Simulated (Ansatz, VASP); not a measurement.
# GaN in VASP and in Ansatz

INCAR

```
  PREC = Accurate
  ENCUT = 600
  EDIFF = 1E-6
  ISMEAR = 0
  SIGMA = 0.01
  LREAL = F
  LASPH = T
  NELM = 120
  ALGO = Normal
  ISIF = 2
  LWAVE = F
  LCHARG = F
  GGA = PE
  NBANDS = 16
  GGA_COMPAT = F
```

File KPOINTS:

```
regular mesh
0
Gamma
  4 4 4
```

File POSCAR:

```
GaN
1.0
    0.0000000000      2.2535000000      2.2535000000
    2.2535000000      0.0000000000      2.2535000000
    2.2535000000      2.2535000000      0.0000000000
Ga N
1 1
Direct
    0.0000000000      0.0000000000      0.0000000000
    0.7500000000      0.7500000000      0.7500000000
```

Input for Ansatz:

```yaml
crystal:
  lattice:
    - [0.0, 2.2535, 2.2535]
    - [2.2535, 0.0, 2.2535]
    - [2.2535, 2.2535, 0.0]
  atoms:
    - { symbol: Ga, position: [0.0, 0.0, 0.0] }
    - { symbol: "N", position: [0.75, 0.75, 0.75] }
basis:
  ecutwfc: 517.016338673772
kpoints:
  mp_grid:
    grid: [4, 4, 4]
hamiltonian:
  xc: pbe
scf:
  max_iter: 70
  occupations:
    method: fixed
output:
  eigenvalues: true
```

Alike in both runs: task single point; functional PBE; k mesh 4 × 4 × 4; no spin polarisation.

|  | VASP | Ansatz |
| --- | --- | --- |
| version | VASP 6.6.1 | Ansatz 0.2.0 |
| potentials or method | VASP PAW PBE potentials, release 64 (Ga_d, N), cutoff 600 eV | plane waves, PAW |
| occupations | gaussian, width 0.01 eV | fixed |
| valence electrons in the cell | 18 | 18 |

|  | VASP | Ansatz | Ansatz less VASP |
| --- | --- | --- | --- |
| gap on the k mesh at the Fermi level (eV) | 1.70 | 1.70 | -0.005 |

The k mesh is coarse, so the values compare programs but aren't converged.
